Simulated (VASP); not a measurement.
**MgBe2S3: relaxation of cell and atoms with PBE**

Crystal: MgBe2S3.

```
Mg Be S
1.0
     2.21939   -7.32428    0.00000
     2.21939    7.32428    0.00000
     0.00000    0.00000    3.09969
Mg Be S
1 2 3
Cartesian
  0.0000 0.0000 0.0000
  1.1097 -3.6621 1.5498
  1.1097 3.6621 1.5498
  2.2194 -4.7267 0.0000
  2.2194 4.7267 0.0000
  2.2194 0.0000 1.5498
```

```
Program                : VASP 6.6.1
Task                   : relaxation of cell and atoms
Functional             : PBE
Potentials or basis    : VASP PAW PBE potentials, release 64 (Mg, Be, S)
Cutoff                 : 600 eV
k mesh                 : 4 × 4 × 6
Occupations            : gaussian, width 0.1 eV
Spin                   : no spin polarisation
Dipole correction      : no
Further INCAR settings : ALGO = Normal; EDIFF = 1e-07; IBRION = 2; EDIFFG = -0.04; NSW = 90; ISIF = 3
```

The relaxed volume is 16.84 Å³/atom. The relaxed cell is a = 7.648 Å, b = 7.648 Å, c = 3.125 Å, α = 90.00°, β = 90.00°, γ = 146.43°. The space group after relaxing (to 0.05 Å) is Cmmm (No. 65). The energy gained by relaxing is 1.0 meV/atom, the ionic steps are 2 and the pressure after relaxing is -0.2 GPa. The largest force after relaxing is 0.004 eV/Å and the band gap on the k mesh is zero (band 12 reaches 5.14 eV, above the bottom of band 13 at 4.14 eV).

Forces on the atoms (eV/Å):
```
Mg   0.000  0.000  0.000
Be   0.000  0.000  0.000
Be   0.000  0.000  0.000
S    0.000 -0.004  0.000
S    0.000  0.004  0.000
S    0.000  0.000  0.000
```

Stress tensor (GPa, compression positive):
```
-0.37  0.00  0.00
 0.00  0.10  0.00
 0.00  0.00 -0.18
```

Step by step:
| step | energy change (eV) | largest force (eV/Å) | pressure (GPa) | volume (Å³) |
| --- | --- | --- | --- | --- |
| 1 | 0.0000 | 0.0525 | 0.19 | 100.77 |
| 2 | -0.0059 | 0.0036 | -0.15 | 101.07 |

Final structure:
```
Mg Be S
1.0
     2.20849   -7.32174    0.00000
     2.20849    7.32174    0.00000
     0.00000    0.00000    3.12515
Mg Be S
1 2 3
Direct
  0.00000 0.00000 0.00000
  0.50000 0.00000 0.50000
  0.00000 0.50000 0.50000
  0.82250 0.17750 0.00000
  0.17750 0.82250 0.00000
  0.50000 0.50000 0.50000
```

Levels at points of the mesh, in eV from the Fermi level:
| k point | band 9 | band 10 | band 11 | band 12 | band 13 | band 14 | band 15 | band 16 |
| --- | --- | --- | --- | --- | --- | --- | --- | --- |
| (0.00, 0.00, 0.00) | -2.29 | -1.47 | -0.91 | 0.31 | 0.54 | 0.98 | 2.52 | 4.45 |
| (0.50, 0.00, 0.00) | -2.09 | -2.09 | -1.36 | 0.59 | 2.45 | 2.74 | 4.65 | 4.74 |
| (0.50, 0.50, 0.00) | -2.96 | -2.02 | -0.95 | -0.70 | 0.58 | 2.54 | 2.88 | 4.56 |
| (0.00, 0.00, 0.50) | -2.57 | -2.08 | -1.72 | -1.44 | 0.55 | 1.43 | 2.58 | 3.98 |
| (0.50, 0.00, 0.50) | -3.44 | -1.90 | -1.48 | -1.46 | -0.36 | 0.47 | 2.90 | 4.10 |
| (0.50, 0.50, 0.50) | -2.09 | -2.08 | -1.40 | -1.19 | -0.42 | 2.55 | 2.66 | 2.72 |

It took 110 s on 1 thread of Intel Xeon 6975P-C (shared host), peak memory 0.37 GiB.

Caveat: the k points lie up to 0.37 Å⁻¹ apart in the final cell.
